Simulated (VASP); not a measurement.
Tm3BF, 5 atoms in the cell. It takes space group Pm-3m (No. 221, cubic). Conventional cell: a = 4.927 Å, b = 4.927 Å, c = 4.927 Å, α = 90.00°, β = 90.00°, γ = 90.00°. Tm (site symmetry 4/mmm) has 2 B at 2.46 Å within 3.3 Å. B (site symmetry m-3m) has 6 Tm at 2.46 Å within 3.3 Å. F (site symmetry m-3m) has 12 Tm at 3.48 Å and 8 B at 4.27 Å within 4.6 Å. The cell was built from a structure type or drawn by symmetry, and may not be a known phase.

* Program: VASP 6.6.1
* Task: single point
* Functional: PBE
* Potentials or basis: VASP PAW PBE potentials, release 64 (Tm_3, B, F), 4f in core
* Cutoff: 600 eV
* k mesh: 4 × 4 × 4
* Occupations: gaussian, width 0.1 eV
* Spin: no spin polarisation
* Dipole correction: no
* Mended: yes
* Further INCAR settings: ALGO = Normal; EDIFF = 1e-06; NBANDS = 26

Potentials or basis: VASP PAW PBE potentials, release 64 (Tm_3, B, F), 4f in core.

Command:

```sh
$ cat potpaw_PBE.64/Tm_3/POTCAR potpaw_PBE.64/B/POTCAR potpaw_PBE.64/F/POTCAR > POTCAR
$ mpirun -np 1 vasp_std > vasp.out
```

Hardware: 1 thread of Intel(R) Xeon(R) 6975P-C (Granite Rapids), on a shared host.

Estimate the wall time of this run.

Wall time 20 s on 1 thread of Intel(R) Xeon(R) 6975P-C (Granite Rapids), on a shared host, peak memory 0.25 GiB. Counts: scf iterations 15, k points 10.
